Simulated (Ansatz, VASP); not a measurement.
Two plane-wave programs on BiP

```
Bi P
1.0
     0.00000    3.24540    3.24540
     3.24540    0.00000    3.24540
     3.24540    3.24540    0.00000
Bi P
1 1
Direct
  0.00000 0.00000 0.00000
  0.25000 0.25000 0.25000
```

Alike in both runs: task single point; functional PBEsol; k mesh 10 × 10 × 10; occupations gaussian, width 0.05 eV; no spin polarisation.

|  | VASP | Ansatz |
| --- | --- | --- |
| version | VASP 6.6.1 | Ansatz 0.2.0 |
| potentials or method | VASP PAW PBE potentials, release 64 (Bi_d, P), cutoff 520 eV | scalar-relativistic, plane waves, PAW |
| valence electrons in the cell | 20 | 20 |

|  | VASP | Ansatz | Ansatz less VASP |
| --- | --- | --- | --- |
| gap on the k mesh at the Fermi level (eV) | none | none | - |
| pressure (GPa) | -1.7 | -1.7 | +0.01 |

VASP's potentials were made for PBE, not for PBEsol. A gap of «none» marks a metal or a gap that the smearing closes.

Neither program's run includes spin-orbit coupling.
